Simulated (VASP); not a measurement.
Te4Mo5, 9 atoms in the cell. It takes space group I4/m (No. 87, tetragonal). Conventional cell: a = 10.277 Å, b = 10.277 Å, c = 3.814 Å, α = 90.00°, β = 90.00°, γ = 90.00°. Within 3.7 Å of Te (site symmetry m) lie 6 Mo at 2.80 to 2.94 Å. Within 3.9 Å of Mo (site symmetry 4/m) lie 4 Te at 2.94 Å and 10 Mo at 2.99 to 3.81 Å. Within 3.7 Å of Mo (site symmetry m) lie 5 Te at 2.80 to 2.85 Å and 6 Mo at 2.99 to 3.47 Å. 

| Property | Result |
| --- | --- |
| Program | VASP 6.6.1 |
| Task | single point |
| Functional | LDA |
| Potentials or basis | VASP PAW LDA potentials, release 64 (Te, Mo_sv) |
| Cutoff | 520 eV |
| k mesh | 5 × 5 × 5 |
| Occupations | tetrahedron |
| Spin | no spin polarisation |
| Hubbard terms | Mo d U = 1.28 eV |
| Dipole correction | no |
| Further INCAR settings | ALGO = Normal; EDIFF = 1e-06; NBANDS = 57 |

Potentials or basis: VASP PAW LDA potentials, release 64 (Te, Mo_sv).

Run with:

```console
$ cat potpaw_LDA.64/Te/POTCAR potpaw_LDA.64/Mo_sv/POTCAR > POTCAR
$ mpirun -np 1 vasp_std > vasp.out
```

Hardware: 1 thread of Intel(R) Xeon(R) Platinum 8259CL CPU @ 2.50GHz (Skylake/Cascade Lake), with other jobs on the host.

**Question.** Estimate the wall time of this run.

**Answer.** Run time: 3.7 min on 1 thread of Intel(R) Xeon(R) Platinum 8259CL CPU @ 2.50GHz (Skylake/Cascade Lake) (shared host), peak memory 0.34 GiB. Counts: scf iterations 16, k points 21.
